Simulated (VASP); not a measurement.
Input of a VASP 6.6.1 run:

File INCAR:

```
SYSTEM = SnAs2
PREC = Accurate
ENCUT = 520
EDIFF = 1E-6
ISMEAR = 0
SIGMA = 0.1
LREAL = .False.
LASPH = .True.
NELM = 100
ALGO = Normal
ISIF = 2
LWAVE = .False.
LCHARG = .False.
GGA = PE
NBANDS = 19
```

Contents of KPOINTS:

```
Automatic mesh
0
Gamma
  4 4 4
  0 0 0
```

Contents of POSCAR:

```
SnAs2
1.0
    0.0000000000      3.5868112600      3.5868112600
    3.5868112600      0.0000000000      3.5868112600
    3.5868112600      3.5868112600      0.0000000000
Sn As
1 2
Direct
    0.0000000000      0.0000000000      0.0000000000
    0.2500000000      0.2500000000      0.2500000000
    0.7500000000      0.7500000000      0.7500000000
```

Potentials or basis: VASP PAW PBE potentials, release 64 (Sn_d, As).

Run with:

```bash
$ cat potpaw_PBE.64/Sn_d/POTCAR potpaw_PBE.64/As/POTCAR > POTCAR
$ mpirun -np 1 vasp_std > vasp.out
```

Problem. Predict the band gap on the k mesh.

Solution. Zero (bands 12 and 13 overlap by 2.28 eV).

Problem. What does it give for the pressure?

Solution. -6.6 GPa.

Caveat: the k points lie up to 0.38 Å⁻¹ apart, too coarse for converged energies and pressures of a metal; spin-orbit coupling is left out, which moves the levels of the heavy elements.
